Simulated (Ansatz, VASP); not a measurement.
**Sb in VASP and in Ansatz**

The input INCAR:

```
  ALGO = Normal
  EDIFF = 1E-6
  ENCUT = 500
  GGA = CA
  GGA_COMPAT = F
  ISIF = 2
  ISMEAR = -1
  LASPH = T
  LCHARG = F
  LREAL = F
  LWAVE = F
  NBANDS = 22
  NELM = 120
  PREC = Accurate
  SIGMA = 0.05
```

The input KPOINTS:

```
k-points
0
Gamma
  8 8 8
```

File POSCAR:

```
Sb
1.0
    2.1542000000      1.2437279499      3.7580000000
   -2.1542000000      1.2437279499      3.7580000000
    0.0000000000     -2.4874558998      3.7580000000
Sb
2
Direct
    0.7665100000      0.7665100000      0.7665100000
    0.2334900000      0.2334900000      0.2334900000
```

File input.yaml:

```yaml
crystal:
  lattice:
    - [2.1542, 1.2437279499, 3.758]
    - [-2.1542, 1.2437279499, 3.758]
    - [0.0, -2.4874558998, 3.758]
  atoms:
    - { symbol: Sb, position: [0.76651, 0.76651, 0.76651] }
    - { symbol: Sb, position: [0.23349, 0.23349, 0.23349] }
hamiltonian:
  xc: lda
  pseudopotentials: { kind: paw }
kpoints:
  mp_grid: { grid: [8, 8, 8] }
  band_path:
    path:
      - [[0.0, 0.0, 0.0], [0.5, 0.0, 0.0], [0.5, 0.2396873643, -0.2396873643]]
      - [[0.7603126357, 0.5, 0.2396873643], [0.5, 0.5, 0.5], [0.0, 0.0, 0.0], [0.3698436821, 0.0, -0.3698436821]]
      - [[0.6301563179, 0.3698436821, 0.0], [0.5, 0.5, 0.0], [0.6301563179, 0.6301563179, 0.2396873643], [0.5, 0.5, 0.5]]
      - [[0.5, 0.0, 0.0], [0.7603126357, 0.3698436821, 0.3698436821]]
    npoints: 14
scf:
  occupations: { method: fermi_dirac, width: 0.05 }
  n_extra_bands: 6
output:
  forces: true
  stress: true
  eigenvalues: true
  fatbands: true
```

Alike in both runs: functional LDA; k mesh 8 × 8 × 8; occupations fermi-dirac, width 0.05 eV; no spin polarisation.

|  | VASP | Ansatz |
| --- | --- | --- |
| version | VASP 6.6.1 | Ansatz 0.2.0 |
| potentials or method | VASP PAW LDA potentials, release 64 (Sb_d_GW) | Ansatz PAW |
| plane-wave cutoff (eV) | 500 | 420 |
| valence electrons in the cell | 30 | 30 |
| task | single point | band structure |

```csv
,VASP,Ansatz,Ansatz less VASP
gap on the k mesh at the Fermi level (eV),none,none,-
pressure (GPa),-1.2,-1.2,+0.04
"traceless stress, the component that is largest in VASP (GPa)",-0.31,-0.29,+0.020
rms of the force components (eV/Å),0.012,0.006,-0.0062
```

LDA's correlation is that of Perdew and Zunger in VASP and of Perdew and Wang (1992) in Ansatz. Atom by atom the forces differ by 0.006 eV/Å (rms over components). A gap of «none» marks a metal or a gap that the smearing closes.

Neither program's run includes spin-orbit coupling.
